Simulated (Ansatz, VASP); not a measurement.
Sn in VASP and in Ansatz

```xyz
3
Lattice="4.7489 0.0000 0.0000 -2.3744 4.1126 0.0000 0.0000 0.0000 5.0648" Properties=species:S:1:pos:R:3 pbc="T T T"
Sn   -1.1872    2.0563    1.6883
Sn    1.1872    2.0563    3.3765
Sn    2.3744    0.0000    0.0000
```

Alike in both runs: functional PBE; k mesh 6 × 6 × 4; occupations gaussian, width 0.1 eV; no spin polarisation.

Ansatz relaxed the structure, and its values are those at the end. VASP's run is a single point on that final structure, the one shown.

|  | VASP | Ansatz |
| --- | --- | --- |
| version | VASP 6.6.1 | Ansatz 0.2.0 |
| potentials or method | VASP PAW PBE potentials, release 64 (Sn_d), cutoff 520 eV | scalar-relativistic, plane waves, PAW |
| valence electrons in the cell | 42 | 42 |

```csv
,VASP,Ansatz,Ansatz less VASP
gap on the k mesh at the Fermi level (eV),none,none,-
pressure (GPa),-0.1,0.0,+0.07
```

A gap of «none» marks a metal or a gap that the smearing closes.
